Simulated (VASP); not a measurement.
Input of a VASP 6.6.1 run:

File INCAR:

```
ALGO     = Normal         # electronic algorithm
EDIFF    = 1E-7           # SCF threshold, eV
ENCUT    = 520            # plane-wave cutoff, eV
GGA      = PE             # functional
ISIF     = 2              # what is computed and relaxed
ISMEAR   = 0              # smearing method
LASPH    = True           # aspherical terms in the spheres
LCHARG   = False          # write CHGCAR
LREAL    = False          # projectors in reciprocal space
LWAVE    = False          # write WAVECAR
NBANDS   = 13             # bands
NELM     = 80             # most SCF steps
PREC     = Accurate       # precision mode
SIGMA    = 0.1            # smearing width, eV
```

Contents of KPOINTS:

```
k-points
0
Gamma
  8 8 8
```

File POSCAR:

```
Ge
1.0
   -1.6237105800      1.9337603100      1.9474456200
    1.6237105800     -1.9337603100      1.9474456200
    1.6237105800      1.9337603100     -1.9474456200
Ge
1
Direct
    0.0000000000      0.5000000000      0.5000000000
```

Potentials or basis: VASP PAW PBE potentials, release 64 (Ge_d).

Run with:

```sh
$ cat potpaw_PBE.64/Ge_d/POTCAR > POTCAR
$ mpirun -np 1 vasp_std > vasp.out
```

(1) Predict the band gap on the k mesh.

(2) Predict the pressure.

Results:

(1) zero (bands 7 and 8 overlap by 7.47 eV).

(2) -9.3 GPa.

Caveat: the cell stands under tension.
